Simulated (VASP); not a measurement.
# YS in VASP: notebook

Runs on YS. Level: LDA. Tasks: electric field gradients.

Everything below comes from runs of VASP 6.6.1. Logs are shortened: lines on timing, memory, paths and dates and some standing lists are left out, and cuts for length are marked.

## 1. The cell of the first run

It takes space group I4/mmm (No. 139, tetragonal). The conventional cell has a = 3.919 Å, b = 3.919 Å, c = 5.487 Å, α = 90.00°, β = 90.00°, γ = 90.00°. Y (site symmetry 4/mmm) has 6 S at 2.74 to 2.77 Å within 3.6 Å. S (site symmetry 4/mmm) has 6 Y at 2.74 to 2.77 Å within 3.6 Å.

## 2. Electric field gradients, LDA (equal xx and yy strain of +1 %)

The input, INCAR:

```
SYSTEM = YS
ALGO     = Normal         ! electronic algorithm
EDIFF    = 1E-8           ! SCF threshold, eV
ENCUT    = 520            ! plane-wave cutoff, eV
ISIF     = 2              ! what is computed and relaxed
ISMEAR   = -1             ! smearing method
LASPH    = .TRUE.         ! aspherical terms in the spheres
LCHARG   = .FALSE.        ! write CHGCAR
LEFG     = .TRUE.       
LREAL    = .FALSE.        ! projectors in reciprocal space
LWAVE    = .FALSE.        ! write WAVECAR
NBANDS   = 16             ! bands
NELM     = 60             ! most SCF steps
PREC     = Accurate       ! precision mode
SIGMA    = 0.01           ! smearing width, eV
```

The input, KPOINTS:

```
k-points
0
G
  8 8 8
  0 0 0
```

The input, POSCAR:

```
YS
1.0
    0.0000000000      2.7710865000      2.7436500000
    2.7710865000      0.0000000000      2.7436500000
    2.7710865000      2.7710865000      0.0000000000
Y S
1 1
Direct
    0.5000000000      0.5000000000      0.5000000000
    0.0000000000      0.0000000000      0.0000000000
```

Potentials or basis: VASP PAW LDA potentials, release 64 (Y_sv, S).

Launch:

```sh
cat potpaw_LDA.64/Y_sv/POTCAR potpaw_LDA.64/S/POTCAR > POTCAR
mpirun -np 1 vasp_std > vasp.out
```

OUTCAR:

```text
SYSTEM = YS
   EDIFF = 1E-8
   ENCUT = 520
   ISIF = 2
   ISMEAR = -1
   LASPH = .TRUE.
   LREAL = .FALSE.
   NELM = 60
   PREC = Accurate

 ion  position               nearest neighbor table
   1  0.500  0.500  0.500-   2 2.74   2 2.74   2 2.77   2 2.77   2 2.77   2 2.77
   2  0.000  0.000  0.000-   1 2.74   1 2.74   1 2.77   1 2.77   1 2.77   1 2.77

  LATTYP: Found a body centered tetragonal cell.
 ALAT       =     3.9189081108
 C/A-ratio  =     1.4002114479

  Lattice vectors:

 A1 = (   0.0000000000,  -2.7710865000,  -2.7436500000)
 A2 = (   0.0000000000,   2.7710865000,  -2.7436500000)
 A3 = (   2.7710865000,   0.0000000000,   2.7436500000)

Analysis of symmetry for initial positions (statically):
=====================================================================
 Subroutine PRICEL returns:
 Original cell was already a primitive cell.

 Routine SETGRP: Setting up the symmetry group for a
 body centered tetragonal supercell.

 Subroutine GETGRP returns: Found 16 space group operations
 (whereof 16 operations were pure point group operations)
 out of a pool of 16 trial point group operations.

The static configuration has the point symmetry D_4h.

Analysis of symmetry for dynamics (positions and initial velocities):
=====================================================================
 Subroutine PRICEL returns:
 Original cell was already a primitive cell.

 Routine SETGRP: Setting up the symmetry group for a
 body centered tetragonal supercell.

 Subroutine GETGRP returns: Found 16 space group operations
 (whereof 16 operations were pure point group operations)
 out of a pool of 16 trial point group operations.

The dynamic configuration has the point symmetry D_4h.

 Subroutine INISYM returns: Found 16 space group operations
 (whereof 16 operations are pure point group operations),
 and found     1 'primitive' translations

----------------------------------------------------------------------------------------

                                     Primitive cell

  volume of cell :      42.1365

  direct lattice vectors                    reciprocal lattice vectors
     0.000000000  2.771086500  2.743650000    -0.180434642  0.180434642  0.182238988
     2.771086500  0.000000000  2.743650000     0.180434642 -0.180434642  0.182238988
     2.771086500  2.771086500  0.000000000     0.180434642  0.180434642 -0.182238988

  length of vectors
     3.899555835  3.899555835  3.918908111     0.313567168  0.313567168  0.313567168

  position of ions in fractional coordinates (direct lattice)
     0.500000000  0.500000000  0.500000000
     0.000000000  0.000000000  0.000000000

  ion indices of the primitive-cell ions
   primitive index   ion index
                 1           1
                 2           2

----------------------------------------------------------------------------------------

 KPOINTS: k-points

Automatic generation of k-mesh.
 Grid dimensions read from file:
 generate k-points for:    8    8    8

 Generating k-lattice:

  Cartesian coordinates                     Fractional coordinates (reciprocal lattice)
    -0.022554330  0.022554330  0.022779874     0.125000000  0.000000000  0.000000000
     0.022554330 -0.022554330  0.022779874     0.000000000  0.125000000  0.000000000
     0.022554330  0.022554330 -0.022779874     0.000000000  0.000000000  0.125000000

  Length of vectors
     0.039195896  0.039195896  0.039195896

  Shift w.r.t. Gamma in fractional coordinates (k-lattice)
     0.000000000  0.000000000  0.000000000

 Subroutine IBZKPT returns following result:
 ===========================================

 Found     59 irreducible k-points:

 Following reciprocal coordinates:
            Coordinates               Weight
  0.000000  0.000000  0.000000      1.000000
  0.125000  0.000000  0.000000      8.000000
  0.250000  0.000000  0.000000      8.000000
  0.375000  0.000000  0.000000      8.000000
  0.500000  0.000000  0.000000      4.000000
  0.125000  0.125000  0.000000      2.000000
[... 16 lines left out ...]
  0.250000  0.000000  0.125000     16.000000
  0.375000  0.000000  0.125000     16.000000
 [... further k-points ...]
   k-points           NKPTS =     59   k-points in BZ     NKDIM =     59   number of bands    NBANDS=     16
   number of dos      NEDOS =    301   number of ions     NIONS =      2
   total plane-waves  NPLWV =  27000
   dimension x,y,z NGX =    30 NGY =   30 NGZ =   30
   dimension x,y,z NGXF=    60 NGYF=   60 NGZF=   60
   ions per type =               1   1
   NGX,Y,Z   is equivalent  to a cutoff of  12.79, 12.79, 12.73 a.u.
   NGXF,Y,Z  is equivalent  to a cutoff of  25.58, 25.58, 25.45 a.u.
 SYSTEM =  YS
   PREC   = accura    normal or accurate (medium, high low for compatibility)
   ISTART =      0    job   : 0-new  1-cont  2-samecut
   ICHARG =      2    charge: 1-file 2-atom 10-const
   ISPIN  =      1    spin polarized calculation?
   LNONCOLLINEAR =      F non collinear calculations
   LSORBIT =      F    spin-orbit coupling
   LASPH  =      T    aspherical Exc in radial PAW
   ENCUT  =  520.0 eV  38.22 Ry    6.18 a.u.   7.25  7.25  7.29*2*pi/ulx,y,z
   NELM   =     60;   NELMIN=  2; NELMDL= -5     # of ELM steps
   EDIFF  = 0.1E-07   stopping-criterion for ELM
   LREAL  =      F    real-space projection
   EDIFFG = 0.1E-06   stopping-criterion for IOM
   NSW    =      0    number of steps for IOM
   IBRION =     -1    ionic relax: 0-MD 1-quasi-New 2-CG
   NFREE  =      0    steps in history (QN), initial steepest desc. (CG)
   ISIF   =      2    stress and relaxation
   ISYM   =      2    0-nonsym 1-usesym 2-fastsym
   POTIM  = 0.5000    time-step for ionic-motion
   TEBEG  =    0.0;   TEEND  =   0.0 temperature during run
   PSTRESS=    0.0 pullay stress
   NELECT =      17.0000    total number of electrons
   NUPDOWN=      -1.0000    fix difference up-down
   EMIN   =  10.00;   EMAX   =-10.00  energy-range for DOS
   EFERMI =   0.00;   METHOD = LEGACY
   ISMEAR =    -1;   SIGMA  =   0.01  broadening in eV -4-tet -1-fermi 0-gaus
   EFERMI_NEDOS =   21; number of points for ismear=-14 and -15
   IALGO  =     38    algorithm
   IMIX   =      4    mixing-type and parameters
     AMIX     =   0.40;   BMIX     =  1.00
     AMIX_MAG =   1.60;   BMIX_MAG =  1.00
  volume/ion in A,a.u.               =      21.07       142.18
  Fermi-wavevector in a.u.,A,eV,Ry     =   1.209683  2.285969 19.909848  1.463333
  Thomas-Fermi vector in A             =   2.345253
   LORBIT       =      0    0 simple, 1 ext, 2 COOP (PROOUT), +10 PAW based schemes
   GGA     = CA    functional components
   LHFCALC =     F    Hartree Fock is set to
   AEXX    =    0.0000 exact exchange contribution
   IVDW    =     0    specifies the selected vdW correction
   LEPSILON=     F    determine dielectric tensor
   LRPA    =     F    only Hartree local field effects (RPA)
 non-spin polarized calculation
  energy-cutoff  :      520.00
  volume of cell :       42.14
 maximum number of plane-waves:      1154
 NGX is ok and might be reduce to    30
   NGX = 15   NGY = 15   NGZ = 15

 number of electron      16.9999999 magnetization

 Free energy of the ion-electron system (eV)
  ---------------------------------------------------
  ext. energy  EPLUGINS =         0.00000000
  ---------------------------------------------------
  free energy    TOTEN  =       -15.99063857 eV

  energy without entropy =      -15.98999477  energy(sigma->0) =      -15.99031667

 E-fermi :   6.5063     XC(G=0): -10.6965

 val. band max:        6.4699114156   @ k =   0.1250   0.0000   0.0000
 cond. band min:       6.5121071286   @ k =   0.3750   0.1250   0.0000
 fundamental gap:      0.0421957130
 Fermi energy:         6.5062996972

 k-point     1 :       0.0000    0.0000    0.0000
  band No.  band energies     occupation
      1     -36.6608      2.00000
      2     -16.7191      2.00000
      3     -16.7191      2.00000
      4     -16.7189      2.00000
      5      -8.4281      2.00000
      6       3.1502      2.00000
[... 8 lines left out ...]
     15      13.3352      0.00000
     16      18.8861      0.00000

 k-point     2 :       0.1250    0.0000    0.0000
  band No.  band energies     occupation
      1     -36.6568      2.00000
      2     -16.7836      2.00000
      3     -16.7242      2.00000
      4     -16.7232      2.00000
      5      -8.2590      2.00000
      6       2.3518      2.00000
[... 8 lines left out ...]
     15      14.0102      0.00000
     16      17.6265      0.00000

 k-point     3 :       0.2500    0.0000    0.0000
  band No.  band energies     occupation
      1     -36.6471      2.00000
      2     -16.9335      2.00000
      3     -16.7364      2.00000
      4     -16.7333      2.00000
      5      -7.8337      2.00000
      6       0.9845      2.00000
[... 8 lines left out ...]
     15      14.5942      0.00000
     16      16.0806      0.00000

 k-point     4 :       0.3750    0.0000    0.0000
  band No.  band energies     occupation
      1     -36.6373      2.00000
      2     -17.0756      2.00000
      3     -16.7485      2.00000
      4     -16.7434      2.00000
      5      -7.3716      2.00000
      6      -0.0945      2.00000
[... 8 lines left out ...]
     15      13.9215      0.00000
     16      13.9962      0.00000
[... 324 lines left out ...]
 k-point    22 :       0.1250    0.0000    0.1250
  band No.  band energies     occupation
      1     -36.6555      2.00000
      2     -16.7795      2.00000
      3     -16.7367      2.00000
      4     -16.7357      2.00000
      5      -8.2240      2.00000
      6       1.9081      2.00000
[... 8 lines left out ...]
     15      14.2277      0.00000
     16      17.3307      0.00000

 k-point    23 :       0.2500    0.0000    0.1250
  band No.  band energies     occupation
      1     -36.6478      2.00000
      2     -16.8864      2.00000
      3     -16.7527      2.00000
      4     -16.7459      2.00000
      5      -7.9322      2.00000
      6       1.0548      2.00000
[... 8 lines left out ...]
     15      14.9362      0.00000
     16      15.9150      0.00000

 k-point    24 :       0.3750    0.0000    0.1250
  band No.  band energies     occupation
      1     -36.6380      2.00000
      2     -17.0204      2.00000
      3     -16.7642      2.00000
      4     -16.7623      2.00000
      5      -7.5359      2.00000
      6       0.2635      2.00000
[... 8 lines left out ...]
     15      13.8643      0.00000
     16      14.3703      0.00000

 [... further k-points ...]

------------------------ aborting loop because EDIFF is reached ----------------------------------------

  FORCE on cell =-STRESS in cart. coord.  units (eV):
  Direction    XX          YY          ZZ          XY          YZ          ZX
  --------------------------------------------------------------------------------------
  -------------------------------------------------------------------------------------
  Total       -1.6326355     -1.6326355     -1.0851498      0.0000000      0.0000000      0.0000000
  in kB      -62.0784615    -62.0784615    -41.2611566      0.0000000      0.0000000      0.0000000
  external PRESSURE =     -55.1393599 kB  Pullay stress =       0.0000000 kB

 VOLUME and BASIS-vectors are now :
 -----------------------------------------------------------------------------
  energy-cutoff  :      520.00
  volume of cell :       42.14
      direct lattice vectors                 reciprocal lattice vectors
     0.000000000  2.771086500  2.743650000    -0.180434642  0.180434642  0.182238988
     2.771086500  0.000000000  2.743650000     0.180434642 -0.180434642  0.182238988
     2.771086500  2.771086500  0.000000000     0.180434642  0.180434642 -0.182238988

 POSITION                                       TOTAL-FORCE (eV/Angst)
 -----------------------------------------------------------------------------------
      2.77109      2.77109      2.74365         0.000000      0.000000      0.000000
      0.00000      0.00000      0.00000         0.000000      0.000000      0.000000
 -----------------------------------------------------------------------------------
    total drift:                                0.000000     -0.000000      0.000000

  FREE ENERGIE OF THE ION-ELECTRON SYSTEM (eV)
  ---------------------------------------------------
  free  energy   TOTEN  =       -15.9906385705 eV

  energy  without entropy=      -15.9899947740  energy(sigma->0) =      -15.99031667

 Electric field gradients (V/A^2)
---------------------------------------------------------------------
 ion       V_xx      V_yy      V_zz      V_xy      V_xz      V_yz
---------------------------------------------------------------------
   1       5.156     5.156   -10.311    -0.000    -0.000    -0.000
   2       2.215     2.215    -4.429    -0.000    -0.000    -0.000
---------------------------------------------------------------------

 Electric field gradients after diagonalization (V/A^2)
 (convention: |V_zz| > |V_xx| > |V_yy|)
----------------------------------------------------------------------
 ion       V_xx      V_yy      V_zz     asymmetry (V_yy - V_xx)/ V_zz
----------------------------------------------------------------------
   1       5.156     5.156   -10.311       0.000
   2       2.215     2.214    -4.429       0.000
----------------------------------------------------------------------

           NMR quadrupolar parameters

 Cq : quadrupolar parameter    Cq=e*Q*V_zz/h
 eta: asymmetry parameters     (V_yy - V_xx)/ V_zz
 Q  : nuclear electric quadrupole moment in mb (millibarn)
----------------------------------------------------------------------
 ion       Cq(MHz)       eta       Q (mb)
----------------------------------------------------------------------
   1      -0.025       0.000       1.000
   2      -0.011       0.000       1.000
----------------------------------------------------------------------
```

Wall time 74 s (1 thread of Intel Xeon Platinum 8259CL at 2.50GHz (Skylake/Cascade Lake), shared host); peak memory 0.19 GiB.

What came out:

```
Free energy                             : -15.9906 eV
Pressure                                : -5.5 GPa
Band gap on the k mesh                  : zero (an odd number of electrons rules out a gap without spin polarisation)
Largest electric field gradient by atom : Y -10.3; S -4.4 V/Å²
```

Electric field gradients, principal values (V/Å²):
```
atom  least  middle  greatest (by size)
 1 Y  5.156   5.156             -10.311
 2 S  2.214   2.215              -4.429
```

Caveat: the cell differs from its parent crystal (equal xx and yy strain of +1 %); the cell stands under tension; without QUAD_EFG the Cq values of the log hold for a quadrupole moment of 1 mb, not for the nuclei.

## 3. Electric field gradients, LDA (equal xy, yz and zx shear strains of +2 %)

The input, INCAR:

```
PREC = Accurate
ENCUT = 520
EDIFF = 1E-8
ISMEAR = -1
SIGMA = 0.01
LREAL = False
LASPH = True
NELM = 80
ALGO = Normal
ISIF = 2
LWAVE = False
LCHARG = False
LEFG = True
NBANDS = 16
```

The input, KPOINTS:

```
regular mesh
0
Gamma
  8 8 8
```

The input, POSCAR:

```
YS
1.0
    0.0548730000      2.7710865000      2.7710865000
    2.7710865000      0.0548730000      2.7710865000
    2.7710865000      2.7710865000      0.0548730000
Y S
1 1
Direct
    0.5000000000      0.5000000000      0.5000000000
    0.0000000000      0.0000000000      0.0000000000
```

Potentials or basis: VASP PAW LDA potentials, release 64 (Y_sv, S).

Launch:

```sh
cat potpaw_LDA.64/Y_sv/POTCAR potpaw_LDA.64/S/POTCAR > POTCAR
mpirun -np 1 vasp_std > vasp.out
```

OUTCAR:

```text
PREC = Accurate
   ENCUT = 520
   EDIFF = 1E-8
   ISMEAR = -1
   LREAL = False
   LASPH = True
   NELM = 80
   ISIF = 2

 ion  position               nearest neighbor table
   1  0.500  0.500  0.500-   2 2.74   2 2.74   2 2.74   2 2.74   2 2.74   2 2.74
   2  0.000  0.000  0.000-   1 2.74   1 2.74   1 2.74   1 2.74   1 2.74   1 2.74

  LATTYP: Found a trigonal (rhomboedric) cell.
 ALAT       =     3.9192922610
 COS(alpha) =     0.5197000882

  Lattice vectors:

 A1 = (   0.0548730000,   2.7710865000,   2.7710865000)
 A2 = (   2.7710865000,   0.0548730000,   2.7710865000)
 A3 = (   2.7710865000,   2.7710865000,   0.0548730000)

Analysis of symmetry for initial positions (statically):
=====================================================================
 Subroutine PRICEL returns:
 Original cell was already a primitive cell.

 Routine SETGRP: Setting up the symmetry group for a
 trigonal (rhombohedral) supercell.

 Subroutine GETGRP returns: Found 12 space group operations
 (whereof 12 operations were pure point group operations)
 out of a pool of 12 trial point group operations.
[... 644 lines left out ...]
     2.771086500  0.054873000  2.771086500     0.182275082 -0.185884490  0.182275082
     2.771086500  2.771086500  0.054873000     0.182275082  0.182275082 -0.185884490

 POSITION                                       TOTAL-FORCE (eV/Angst)
 -----------------------------------------------------------------------------------
      2.79852      2.79852      2.79852        -0.000000     -0.000000     -0.000000
      0.00000      0.00000      0.00000         0.000000      0.000000      0.000000
 -----------------------------------------------------------------------------------
    total drift:                                0.000000     -0.000000      0.000000

  FREE ENERGIE OF THE ION-ELECTRON SYSTEM (eV)
  ---------------------------------------------------
  free  energy   TOTEN  =       -16.0145641674 eV

  energy  without entropy=      -16.0143299858  energy(sigma->0) =      -16.01444708

 Electric field gradients (V/A^2)
---------------------------------------------------------------------
 ion       V_xx      V_yy      V_zz      V_xy      V_xz      V_yz
---------------------------------------------------------------------
   1       0.000    -0.000    -0.000    -1.877    -1.877    -1.877
   2      -0.000    -0.000     0.000     2.032     2.032     2.032
---------------------------------------------------------------------

 Electric field gradients after diagonalization (V/A^2)
 (convention: |V_zz| > |V_xx| > |V_yy|)
----------------------------------------------------------------------
 ion       V_xx      V_yy      V_zz     asymmetry (V_yy - V_xx)/ V_zz
----------------------------------------------------------------------
   1       1.877     1.877    -3.754       0.000
   2      -2.032    -2.032     4.064       0.000
----------------------------------------------------------------------

           NMR quadrupolar parameters

 Cq : quadrupolar parameter    Cq=e*Q*V_zz/h
 eta: asymmetry parameters     (V_yy - V_xx)/ V_zz
 Q  : nuclear electric quadrupole moment in mb (millibarn)
----------------------------------------------------------------------
 ion       Cq(MHz)       eta       Q (mb)
----------------------------------------------------------------------
   1      -0.009       0.000       1.000
   2       0.010       0.000       1.000
----------------------------------------------------------------------
```

stdout:

```text
POSCAR found type information on POSCAR Y S
 POSCAR found :  2 types and       2 ions
 scaLAPACK will be used
 LDA part: xc-table for (Slater(with rela. corr.)+CA(PZ))
 , standard interpolation
 POSCAR, INCAR and KPOINTS ok, starting setup
 FFT: planning ... GRIDC
 FFT: planning ... GRID_SOFT
 FFT: planning ... GRID
 WAVECAR not read
 entering main loop
ion   1

ion   2
```

It took 84 s on 1 thread of Intel Xeon Platinum 8259CL at 2.50GHz (Skylake/Cascade Lake), shared host; peak memory 0.19 GiB.

Results:

- Free energy: -16.0146 eV
- Pressure: -3.8 GPa
- Band gap on the k mesh: zero (an odd number of electrons rules out a gap without spin polarisation)
- Largest electric field gradient by atom: Y -3.8; S +4.1 V/Å²

Electric field gradients, principal values (V/Å²):
```csv
atom,least,middle,greatest (by size)
1 Y,1.877,1.877,-3.754
2 S,-2.032,-2.032,4.064
```

Caveat: the cell differs from its parent crystal (equal xy, yz and zx shear strains of +2 %); the cell stands under tension; without QUAD_EFG the Cq values of the log hold for a quadrupole moment of 1 mb, not for the nuclei.

The gap in the log of VASP goes by the Fermi energy; the results here count the filled bands.